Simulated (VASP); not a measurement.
# Os: relaxation of cell and atoms with PBEsol

Os:

```
Os
1.0
     2.70474    0.00000    0.00000
    -1.35237    2.34237    0.00000
     0.00000    0.00000    8.83367
Os
4
Direct
  0.00000 0.00000 0.00000
  0.00000 0.00000 0.50000
  0.33333 0.66667 0.25000
  0.66667 0.33333 0.75000
```

```yaml
Program: VASP 6.6.1
Task: relaxation of cell and atoms
Functional: PBEsol
Potentials_or_basis: VASP PAW PBE potentials, release 64 (Os)
Cutoff: 600 eV
k_mesh: 13 × 13 × 4
Occupations: fermi-dirac, width 0.1 eV
Spin: no spin polarisation
Dipole_correction: no
Further_INCAR_settings: ALGO = Normal; EDIFF = 1e-06; IBRION = 2; EDIFFG = -0.01; NSW = 80; ISIF = 3
```

```yaml
Relaxed_volume: 13.97 Å³/atom
Relaxed_cell: a = 2.719 Å, b = 2.719 Å, c = 8.729 Å, α = 90.00°, β = 90.00°, γ = 120.00°
Space_group_after_relaxing_to_0.05_Å: P6_3/mmc (No. 194)
Energy_gained_by_relaxing: 5.1 meV/atom
Ionic_steps: 6
Pressure_after_relaxing: 0.0 GPa
```

Step by step:
```tsv
step	energy change (eV)	largest force (eV/Å)	pressure (GPa)	volume (Å³)
1	0.0000	0.0000	-0.74	55.97
2	0.0343	0.0000	4.34	55.41
3	-0.0201	0.0000	0.85	55.76
4	-0.0201	0.0000	0.89	55.76
5	-0.0160	0.0000	-3.19	56.29
6	-0.0204	0.0000	0.01	55.87
```

Final structure:
```
CELL_PARAMETERS angstrom
2.71863 0.00000 0.00000
-1.35931 2.35440 0.00000
0.00000 0.00000 8.72884
ATOMIC_POSITIONS crystal
Os 0.00000 0.00000 0.00000
Os 0.00000 0.00000 0.50000
Os 0.33333 0.66667 0.25000
Os 0.66667 0.33333 0.75000
```

Levels at points of the mesh, in eV from the Fermi level:
```tsv
k point	band 13	band 14	band 15	band 16	band 17	band 18	band 19	band 20
(0.00, 0.00, 0.00)	-2.65	-2.50	-2.50	-0.85	-0.85	-0.17	0.02	0.02
(0.00, 0.00, 0.50)	-2.86	-2.86	-2.03	-2.03	-0.32	-0.32	-0.32	-0.32
```

It took 5.3 min on 1 thread of AMD EPYC 7R13 Processor (Zen 3), on a shared host, peak memory 0.2 GiB.

Caveat: the bands computed are all filled at some k points, so no gap is given; the PAW data sets were made with another functional, which shifts forces and pressure a little; spin-orbit coupling is left out, which moves the levels of the heavy elements.
